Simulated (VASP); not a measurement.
# Cs2GaAg (P-3m1) in VASP: a series of runs

Runs on Cs2GaAg. Level: PBE. Tasks: single point.

All numbers are computed with VASP 6.6.1; they aren't measurements. Logs are shortened: lines on timing, memory, paths and dates and some standing lists are left out, and cuts for length are marked.

## (1) The cell of the first run

The structure is trigonal, space group P-3m1 (No. 164). Conventional cell: a = 6.653 Å, b = 6.653 Å, c = 4.955 Å, α = 90.00°, β = 90.00°, γ = 120.00°. Cs (site symmetry 3m) has 6 Ag at 4.02 to 5.39 Å and 6 Ga at 4.06 to 5.30 Å and 8 Cs at 4.50 to 4.96 Å within 5.4 Å. Within 3.3 Å of Ga (site symmetry -3m) lie 2 Ag at 2.48 Å. Within 3.3 Å of Ag (site symmetry -3m) lie 2 Ga at 2.48 Å.

The cell was built from a structure type or drawn by symmetry, and may not be a known phase.

## (2) Single point, PBE

INCAR

```
SYSTEM = Cs2GaAg
  ALGO = Fast
  EDIFF = 1E-6
  ENCUT = 520
  GGA = PE
  ISIF = 2
  ISMEAR = 0
  LASPH = .True.
  LCHARG = .True.
  LELF = .True.
  LREAL = .False.
  LVHAR = .True.
  LWAVE = .False.
  NBANDS = 29
  NELM = 80
  PREC = Accurate
  SIGMA = 0.1
```

KPOINTS

```
k-points
0
Gamma
  3 3 4
  0 0 0
```

POSCAR

```
Cs2GaAg
1.0
    6.6532623591      0.0000000000      0.0000000000
   -3.3266311795      5.7618942210      0.0000000000
    0.0000000000      0.0000000000      4.9552547121
Cs Ga Ag
2 1 1
Direct
    0.6666666667      0.3333333333      0.7365709557
    0.3333333333      0.6666666667      0.2634290443
    0.0000000000      0.0000000000      0.0000000000
    0.0000000000      0.0000000000      0.5000000000
```

Potentials or basis: VASP PAW PBE potentials, release 64 (Cs_sv, Ga_d, Ag).

On the command line:

```sh
$ cat potpaw_PBE.64/Cs_sv/POTCAR potpaw_PBE.64/Ga_d/POTCAR potpaw_PBE.64/Ag/POTCAR > POTCAR
$ mpirun -np 1 vasp_std > vasp.out
```

OUTCAR:

```text
SYSTEM = Cs2GaAg
   EDIFF = 1E-6
   ENCUT = 520
   GGA = PE
   ISIF = 2
   ISMEAR = 0
   LASPH = .True.
   LREAL = .False.
   NELM = 80
   PREC = Accurate

 ion  position               nearest neighbor table
   1  0.667  0.333  0.737-
   2  0.333  0.667  0.263-
   3  0.000  0.000  0.000-   4 2.48   4 2.48
   4  0.000  0.000  0.500-   3 2.48   3 2.48

  LATTYP: Found a hexagonal cell.
 ALAT       =     6.6532623591
 C/A-ratio  =     0.7447857073

  Lattice vectors:

 A1 = (   6.6532623591,   0.0000000000,   0.0000000000)
 A2 = (  -3.3266311795,   5.7618942210,   0.0000000000)
 A3 = (   0.0000000000,   0.0000000000,   4.9552547121)

Analysis of symmetry for initial positions (statically):
=====================================================================
 Subroutine PRICEL returns:
 Original cell was already a primitive cell.

 Routine SETGRP: Setting up the symmetry group for a
 hexagonal supercell.

 Subroutine GETGRP returns: Found 12 space group operations
 (whereof 12 operations were pure point group operations)
 out of a pool of 24 trial point group operations.

The static configuration has the point symmetry D_3d.

Analysis of symmetry for dynamics (positions and initial velocities):
=====================================================================
 Subroutine PRICEL returns:
 Original cell was already a primitive cell.

 Routine SETGRP: Setting up the symmetry group for a
 hexagonal supercell.

 Subroutine GETGRP returns: Found 12 space group operations
 (whereof 12 operations were pure point group operations)
 out of a pool of 24 trial point group operations.

The dynamic configuration has the point symmetry D_3d.

 Subroutine INISYM returns: Found 12 space group operations
 (whereof 12 operations are pure point group operations),
 and found     1 'primitive' translations

----------------------------------------------------------------------------------------

                                     Primitive cell

  volume of cell :     189.9616

  direct lattice vectors                    reciprocal lattice vectors
     6.653262359  0.000000000  0.000000000     0.150302205  0.086777018  0.000000000
    -3.326631180  5.761894221  0.000000000     0.000000000  0.173554037  0.000000000
     0.000000000  0.000000000  4.955254712     0.000000000  0.000000000  0.201805973

  length of vectors
     6.653262359  6.653262359  4.955254712     0.173554037  0.173554037  0.201805973

  position of ions in fractional coordinates (direct lattice)
     0.666666667  0.333333333  0.736570956
     0.333333333  0.666666667  0.263429044
     0.000000000  0.000000000  0.000000000
     0.000000000  0.000000000  0.500000000

  ion indices of the primitive-cell ions
   primitive index   ion index
                 1           1
                 2           2
                 3           3
                 4           4

----------------------------------------------------------------------------------------

 KPOINTS: k-points

Automatic generation of k-mesh.
 Grid dimensions read from file:
 generate k-points for:    3    3    4

 Generating k-lattice:

  Cartesian coordinates                     Fractional coordinates (reciprocal lattice)
     0.050100735  0.028925673  0.000000000     0.333333333  0.000000000  0.000000000
     0.000000000  0.057851346  0.000000000     0.000000000  0.333333333  0.000000000
     0.000000000  0.000000000  0.050451493     0.000000000  0.000000000  0.250000000

  Length of vectors
     0.057851346  0.057851346  0.050451493

  Shift w.r.t. Gamma in fractional coordinates (k-lattice)
     0.000000000  0.000000000  0.000000000

 Subroutine IBZKPT returns following result:
 ===========================================

 Found     10 irreducible k-points:

 Following reciprocal coordinates:
            Coordinates               Weight
  0.000000  0.000000  0.000000      1.000000
  0.333333  0.000000  0.000000      6.000000
  0.333333  0.333333  0.000000      2.000000
  0.000000  0.000000  0.250000      2.000000
  0.333333  0.000000  0.250000      6.000000
  0.000000  0.333333  0.250000      6.000000
  0.333333  0.333333  0.250000      4.000000
  0.000000  0.000000  0.500000      1.000000
  0.333333  0.000000  0.500000      6.000000
  0.333333  0.333333  0.500000      2.000000
   k-points           NKPTS =     10   k-points in BZ     NKDIM =     10   number of bands    NBANDS=     29
   number of dos      NEDOS =    301   number of ions     NIONS =      4
   total plane-waves  NPLWV = 100000
   dimension x,y,z NGX =    50 NGY =   50 NGZ =   40
   dimension x,y,z NGXF=   100 NGYF=  100 NGZF=   80
   ions per type =               2   1   1
   NGX,Y,Z   is equivalent  to a cutoff of  12.49, 12.49, 13.42 a.u.
   NGXF,Y,Z  is equivalent  to a cutoff of  24.99, 24.99, 26.84 a.u.
 SYSTEM =  Cs2GaAg
   PREC   = accura    normal or accurate (medium, high low for compatibility)
   ISTART =      0    job   : 0-new  1-cont  2-samecut
   ICHARG =      2    charge: 1-file 2-atom 10-const
   ISPIN  =      1    spin polarized calculation?
   LNONCOLLINEAR =      F non collinear calculations
   LSORBIT =      F    spin-orbit coupling
   LASPH  =      T    aspherical Exc in radial PAW
   ENCUT  =  520.0 eV  38.22 Ry    6.18 a.u.  12.37 12.37  9.21*2*pi/ulx,y,z
   NELM   =     80;   NELMIN=  2; NELMDL= -5     # of ELM steps
   EDIFF  = 0.1E-05   stopping-criterion for ELM
   LREAL  =      F    real-space projection
   EDIFFG = 0.1E-04   stopping-criterion for IOM
   NSW    =      0    number of steps for IOM
   IBRION =     -1    ionic relax: 0-MD 1-quasi-New 2-CG
   NFREE  =      0    steps in history (QN), initial steepest desc. (CG)
   ISIF   =      2    stress and relaxation
   ISYM   =      2    0-nonsym 1-usesym 2-fastsym
   POTIM  = 0.5000    time-step for ionic-motion
   TEBEG  =    0.0;   TEEND  =   0.0 temperature during run
   PSTRESS=    0.0 pullay stress
   NELECT =      42.0000    total number of electrons
   NUPDOWN=      -1.0000    fix difference up-down
   EMIN   =  10.00;   EMAX   =-10.00  energy-range for DOS
   EFERMI =   0.00;   METHOD = LEGACY
   ISMEAR =     0;   SIGMA  =   0.10  broadening in eV -4-tet -1-fermi 0-gaus
   EFERMI_NEDOS =   21; number of points for ismear=-14 and -15
   IALGO  =     68    algorithm
   IMIX   =      4    mixing-type and parameters
     AMIX     =   0.40;   BMIX     =  1.00
     AMIX_MAG =   1.60;   BMIX_MAG =  1.00
  volume/ion in A,a.u.               =      47.49       320.48
  Fermi-wavevector in a.u.,A,eV,Ry     =   0.989926  1.870688 13.333070  0.979953
  Thomas-Fermi vector in A             =   2.121559
   LORBIT       =      0    0 simple, 1 ext, 2 COOP (PROOUT), +10 PAW based schemes
   GGA     = PE    functional components
   LHFCALC =     F    Hartree Fock is set to
   AEXX    =    0.0000 exact exchange contribution
   IVDW    =     0    specifies the selected vdW correction
   LEPSILON=     F    determine dielectric tensor
   LRPA    =     F    only Hartree local field effects (RPA)
 non-spin polarized calculation
 RMM-DIIS sequential band-by-band and
 Gauss-broadening in eV      SIGMA  =   0.10
  energy-cutoff  :      520.00
  volume of cell :      189.96
 maximum number of plane-waves:      5155
 NGX is ok and might be reduce to    50
   NGX = 25   NGY = 25   NGZ = 19

 number of electron      41.9999988 magnetization

 Free energy of the ion-electron system (eV)
  ---------------------------------------------------
  ext. energy  EPLUGINS =         0.00000000
  ---------------------------------------------------
  free energy    TOTEN  =        -7.22954147 eV

  energy without entropy =       -7.21648537  energy(sigma->0) =       -7.22301342

 E-fermi :   2.2232     XC(G=0):  -7.5128

 val. band max:        2.0420677899   @ k =   0.0000   0.0000   0.2500
 cond. band min:       2.2823666875   @ k =   0.3333   0.0000   0.2500
 fundamental gap:      0.2402988977
 Fermi energy:         2.2231574655

 k-point     1 :       0.0000    0.0000    0.0000
  band No.  band energies     occupation
      1     -21.0328      2.00000
      2     -20.9679      2.00000
      3     -12.7561      2.00000
      4     -12.6871      2.00000
      5     -12.6871      2.00000
      6     -12.6673      2.00000
[... 21 lines left out ...]
     28       5.6817      0.00000
     29       5.7604      0.00000

 k-point     2 :       0.3333    0.0000    0.0000
  band No.  band energies     occupation
      1     -21.0189      2.00000
      2     -20.9815      2.00000
      3     -12.7561      2.00000
      4     -12.6869      2.00000
      5     -12.6867      2.00000
      6     -12.6674      2.00000
[... 21 lines left out ...]
     28       5.2948      0.00000
     29       5.7272      0.00000

 k-point     3 :       0.3333    0.3333    0.0000
  band No.  band energies     occupation
      1     -21.0002      2.00000
      2     -21.0002      2.00000
      3     -12.7560      2.00000
      4     -12.6867      2.00000
      5     -12.6867      2.00000
      6     -12.6673      2.00000
[... 21 lines left out ...]
     28       5.4178      0.00000
     29       5.9135      0.00000

 k-point     4 :       0.0000    0.0000    0.2500
  band No.  band energies     occupation
      1     -21.0198      2.00000
      2     -20.9730      2.00000
      3     -12.7272      2.00000
      4     -12.6869      2.00000
      5     -12.6869      2.00000
      6     -12.6634      2.00000
[... 149 lines left out ...]
     28       5.7088      0.00000
     29       5.8578      0.00000

 k-point     9 :       0.3333    0.0000    0.5000
  band No.  band energies     occupation
      1     -20.9956      2.00000
      2     -20.9888      2.00000
      3     -12.6982      2.00000
      4     -12.6866      2.00000
      5     -12.6865      2.00000
      6     -12.6595      2.00000
[... 21 lines left out ...]
     28       5.4348      0.00000
     29       5.9720      0.00000

 k-point    10 :       0.3333    0.3333    0.5000
  band No.  band energies     occupation
      1     -20.9921      2.00000
      2     -20.9921      2.00000
      3     -12.6982      2.00000
      4     -12.6864      2.00000
      5     -12.6864      2.00000
      6     -12.6594      2.00000
[... 21 lines left out ...]
     28       5.2285      0.00000
     29       6.7921      0.00000

------------------------ aborting loop because EDIFF is reached ----------------------------------------

  FORCE on cell =-STRESS in cart. coord.  units (eV):
  Direction    XX          YY          ZZ          XY          YZ          ZX
  --------------------------------------------------------------------------------------
  -------------------------------------------------------------------------------------
  Total        0.0896967      0.0896967      0.2455529      0.0000000      0.0000000      0.0000000
  in kB        0.7565216      0.7565216      2.0710463      0.0000000      0.0000000      0.0000000
  external PRESSURE =       1.1946965 kB  Pullay stress =       0.0000000 kB

 VOLUME and BASIS-vectors are now :
 -----------------------------------------------------------------------------
  energy-cutoff  :      520.00
  volume of cell :      189.96
      direct lattice vectors                 reciprocal lattice vectors
     6.653262359  0.000000000  0.000000000     0.150302205  0.086777018  0.000000000
    -3.326631180  5.761894221  0.000000000     0.000000000  0.173554037  0.000000000
     0.000000000  0.000000000  4.955254712     0.000000000  0.000000000  0.201805973

 POSITION                                       TOTAL-FORCE (eV/Angst)
 -----------------------------------------------------------------------------------
      3.32663      1.92063      3.64990         0.000000      0.000000      0.004544
     -0.00000      3.84126      1.30536        -0.000000     -0.000000     -0.004544
      0.00000      0.00000      0.00000        -0.000000      0.000000      0.000000
      0.00000      0.00000      2.47763        -0.000000      0.000000      0.000000
 -----------------------------------------------------------------------------------
    total drift:                               -0.000000      0.000000     -0.000000

  FREE ENERGIE OF THE ION-ELECTRON SYSTEM (eV)
  ---------------------------------------------------
  free  energy   TOTEN  =        -7.2295414721 eV

  energy  without entropy=       -7.2164853725  energy(sigma->0) =       -7.22301342
```

It took 83 s on 1 thread of Intel Xeon Platinum 8488C (Sapphire Rapids), shared host; peak memory 0.33 GiB.

What came out:

```
Free energy            : -7.2295 eV
Pressure               : 0.1 GPa
Largest force          : 0.005 eV/Å
Band gap on the k mesh : zero (bands 21 and 22 overlap by 0.80 eV)
```

Forces on the atoms (eV/Å):
```
Cs   0.000  0.000  0.005
Cs   0.000  0.000 -0.005
Ga   0.000  0.000  0.000
Ag   0.000  0.000  0.000
```

Levels at points of the mesh, in eV from the Fermi level:
```csv
k point,band 17,band 18,band 19,band 20,band 21,band 22,band 23,band 24,band 25,band 26
"(0.00, 0.00, 0.00)",-4.46,-4.46,-4.19,-0.53,-0.53,-0.19,0.50,1.84,2.17,2.93
"(0.00, 0.00, 0.50)",-4.89,-4.46,-4.46,-2.76,0.45,0.45,0.88,0.88,2.35,3.25
```

Caveat: the k points lie up to 0.36 Å⁻¹ apart, too coarse for converged energies and pressures of a metal; spin-orbit coupling is left out, which moves the levels of the heavy elements.

## (3) Single point, PBE

This run uses another cell than the first one, of 35.77 Å³/atom.

INCAR

```
SYSTEM = Cs2GaAg
ALGO = Normal
EDIFF = 1E-6
ENCUT = 520
GGA = PE
ISIF = 2
ISMEAR = 0
LASPH = .True.
LCHARG = .False.
LREAL = .False.
LWAVE = .False.
NBANDS = 29
NELM = 60
PREC = Accurate
SIGMA = 0.1
```

KPOINTS

```
k-points
0
Gamma
  6 6 2
  0 0 0
```

POSCAR

```
Cs2GaAg
1.0
    4.6717454300      0.0000000000      0.0000000000
   -2.3358727100      4.0458502200      0.0000000000
    0.0000000000      0.0000000000      7.5693078100
Cs Ga Ag
2 1 1
Direct
    0.6666666700      0.3333333300      0.7485837300
    0.3333333300      0.6666666700      0.2514162700
    0.0000000000      0.0000000000      0.0000000000
    0.0000000000      0.0000000000      0.5000000000
```

Potentials or basis: VASP PAW PBE potentials, release 64 (Cs_sv, Ga_d, Ag).

On the command line:

```sh
$ cat potpaw_PBE.64/Cs_sv/POTCAR potpaw_PBE.64/Ga_d/POTCAR potpaw_PBE.64/Ag/POTCAR > POTCAR
$ mpirun -np 1 vasp_std > vasp.out
```

Wall time 44 s (1 thread of Intel Xeon Platinum 8488C (Sapphire Rapids), shared host); peak memory 0.28 GiB.

Results (log left out):

* Free energy: -4.8347 eV
* Pressure: 7.1 GPa
* Largest force: 0.418 eV/Å
* Band gap on the k mesh: zero (bands 21 and 22 overlap by 1.21 eV)

Forces in eV/Å, atoms in the order of the input:
```
Cs   0.000  0.000 -0.418
Cs   0.000  0.000  0.418
Ga   0.000  0.000  0.000
Ag   0.000  0.000  0.000
```

Stress tensor (GPa, compression positive):
```
7.65 0.00 0.00
0.00 7.65 0.00
0.00 0.00 6.09
```

Levels at points of the mesh, in eV from the Fermi level:
| k point | band 17 | band 18 | band 19 | band 20 | band 21 | band 22 | band 23 | band 24 | band 25 | band 26 |
| --- | --- | --- | --- | --- | --- | --- | --- | --- | --- | --- |
| (0.00, 0.00, 0.00) | -4.56 | -4.49 | -4.49 | -1.39 | -1.37 | 0.64 | 0.64 | 3.12 | 3.18 | 3.18 |
| (0.50, 0.00, 0.00) | -4.44 | -4.43 | -4.34 | -1.35 | -1.12 | 0.18 | 0.43 | 1.66 | 1.79 | 3.43 |
| (0.00, 0.00, 0.50) | -4.59 | -4.48 | -4.48 | -2.62 | 0.67 | 0.67 | 1.03 | 1.12 | 2.26 | 2.26 |
| (0.50, 0.00, 0.50) | -4.49 | -4.44 | -4.42 | -1.87 | 0.10 | 0.72 | 0.78 | 1.08 | 1.27 | 2.84 |

Caveat: the k points lie up to 0.42 Å⁻¹ apart, too coarse for converged energies and pressures of a metal; spin-orbit coupling is left out, which moves the levels of the heavy elements.
